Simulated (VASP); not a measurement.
GaC18: single point with PBE

GaC18, a slab with vacuum:

```
CELL_PARAMETERS angstrom
7.39800 0.00000 0.00000
-3.69900 6.40686 0.00000
0.00000 0.00000 11.00000
ATOMIC_POSITIONS crystal
C 0.99671 0.99359 0.08980
C 0.21843 0.10370 0.08963
C 0.99675 0.32547 0.08988
C 0.21844 0.43707 0.08963
C 0.99751 0.65993 0.09029
C 0.21941 0.77087 0.08983
C 0.32950 0.99259 0.08960
C 0.55125 0.10268 0.08986
C 0.32854 0.32547 0.08988
C 0.55048 0.43646 0.09034
C 0.32953 0.65923 0.08966
C 0.55128 0.77087 0.08983
C 0.66291 0.99259 0.08961
C 0.88509 0.10370 0.08963
C 0.66225 0.32467 0.09032
C 0.88581 0.43646 0.09034
C 0.66225 0.65994 0.09029
C 0.88575 0.77168 0.09023
Ga 0.77418 0.54853 0.28771
```

- Program: VASP 6.6.1
- Task: single point
- Functional: PBE
- Potentials or basis: VASP PAW PBE potentials, release 64 (C, Ga_d)
- Cutoff: 520 eV
- k mesh: 2 × 2 × 1
- Occupations: gaussian, width 0.05 eV
- Spin: collinear spin, zero start
- Starting moments: [0.0, 0.0, 0.0, 0.0, 0.0, 0.0, 0.0, 0.0, 0.0, 0.0, 0.0, 0.0, 0.0, 0.0, 0.0, 0.0, 0.0, 0.0, 0.0] μB
- Dipole correction: no
- Further INCAR settings: LREAL = Auto; ALGO = Normal; EDIFF = 1e-07; NBANDS = 62

```json
{"Largest force": "0.024 eV/Å", "Net moment": "0.00 μB per cell", "Valence electrons inside the program's atomic spheres": "C 2.66, 2.65 (each value once); Ga 11.41"}
```

Forces in eV/Å, atoms in the order of the input:
```
C    0.000  0.010  0.002
C   -0.001  0.010  0.000
C   -0.009 -0.010  0.000
C    0.000 -0.003  0.007
C    0.007  0.007 -0.007
C    0.004 -0.001  0.003
C    0.015  0.001  0.003
C    0.000  0.018 -0.006
C    0.009 -0.010  0.000
C    0.004 -0.024 -0.006
C    0.000  0.018 -0.006
C   -0.004 -0.001  0.003
C   -0.015  0.001  0.003
C    0.001  0.010  0.000
C    0.000 -0.018 -0.001
C   -0.004 -0.024 -0.006
C   -0.007  0.007 -0.007
C    0.000  0.012  0.000
Ga   0.000 -0.002  0.019
```

Levels at points of the mesh, in eV from the Fermi level:
Spin up:
```
           k point  band 38  band 39  band 40  band 41  band 42  band 43  band 44  band 45  band 46  band 47
(0.00, 0.00, 0.00)    -3.67    -3.17    -3.17    -0.45    -0.45    -0.25    -0.25     1.94     1.94     2.39
(0.50, 0.00, 0.00)    -3.30    -3.09    -2.85    -2.73    -2.55     1.23     1.46     1.54     1.85     2.18
(0.00, 0.50, 0.00)    -3.29    -3.09    -2.85    -2.73    -2.55     1.23     1.46     1.54     1.85     2.18
```
Spin down:
| k point | band 39 | band 40 | band 41 | band 42 | band 43 | band 44 | band 45 | band 46 |
| --- | --- | --- | --- | --- | --- | --- | --- | --- |
| (0.00, 0.00, 0.00) | -3.17 | -3.17 | -0.45 | -0.45 | -0.25 | -0.25 | 1.94 | 1.94 |
| (0.50, 0.00, 0.00) | -3.09 | -2.85 | -2.73 | -2.55 | 1.23 | 1.46 | 1.54 | 1.85 |
| (0.00, 0.50, 0.00) | -3.09 | -2.85 | -2.73 | -2.55 | 1.23 | 1.46 | 1.54 | 1.85 |

It took 9.4 min on 1 thread of Intel(R) Xeon(R) Platinum 8259CL CPU @ 2.50GHz (Skylake/Cascade Lake), on a shared host, peak memory 0.77 GiB.

Caveat: the k points lie up to 0.49 Å⁻¹ apart.
